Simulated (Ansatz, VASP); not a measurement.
V in VASP and in Ansatz

File INCAR:

```
ALGO = Normal
EDIFF = 1E-6
ENCUT = 500
GGA = PE
GGA_COMPAT = False
ISIF = 2
ISMEAR = 0
LASPH = True
LCHARG = True
LMAXMIX = 4
LORBIT = 11
LORBMOM = True
LREAL = False
LSORBIT = True
LVHAR = True
LWAVE = False
MAGMOM = 0 0 0
NBANDS = 24
NELM = 200
PREC = Accurate
SIGMA = 0.1
```

File KPOINTS:

```
k-points
0
Gamma
  6 6 6
```

The input POSCAR:

```
V
1.0
   -1.5130000000      1.5130000000      1.5130000000
    1.5130000000     -1.5130000000      1.5130000000
    1.5130000000      1.5130000000     -1.5130000000
V
1
Direct
    0.0000000000      0.0000000000      0.0000000000
```

Input for Ansatz:

```yaml
crystal:
  lattice:
    - [-1.513, 1.513, 1.513]
    - [1.513, -1.513, 1.513]
    - [1.513, 1.513, -1.513]
  atoms:
    - { symbol: V, position: [0.0, 0.0, 0.0] }
basis:
  ecutwfc: 420
kpoints:
  mp_grid: { grid: [6, 6, 6] }
hamiltonian:
  xc: pbe
scf:
  occupations: { method: gaussian, width: 0.1 }
  max_iter: 30
  convergence: { dr2_threshold: "1e-4 eV" }
output:
  forces: true
  stress: true
  eigenvalues: true
magnetization:
  noncollinear: true
  spin_orbit: true
```

Alike in both runs: task single point; functional PBE; k mesh 6 × 6 × 6; occupations gaussian, width 0.1 eV; non-collinear spin, spin-orbit coupling.

|  | VASP | Ansatz |
| --- | --- | --- |
| version | VASP 6.6.1 | Ansatz 0.2.0 |
| potentials or method | VASP PAW PBE potentials, release 64 (V_sv), cutoff 500 eV | plane waves, PAW |
| valence electrons in the cell | 13 | 13 |

```csv
,VASP,Ansatz,Ansatz less VASP
pressure (GPa),-3.0,-3.0,-0.07
net moment per atom (μB),0.00,0.00,0.000
```

With one functional, cell and mesh, what is left measures potentials, basis and numerics. Ansatz's warnings: force scf threshold loose, stress scf threshold loose.

The k mesh is coarse, so the values compare programs but aren't converged.
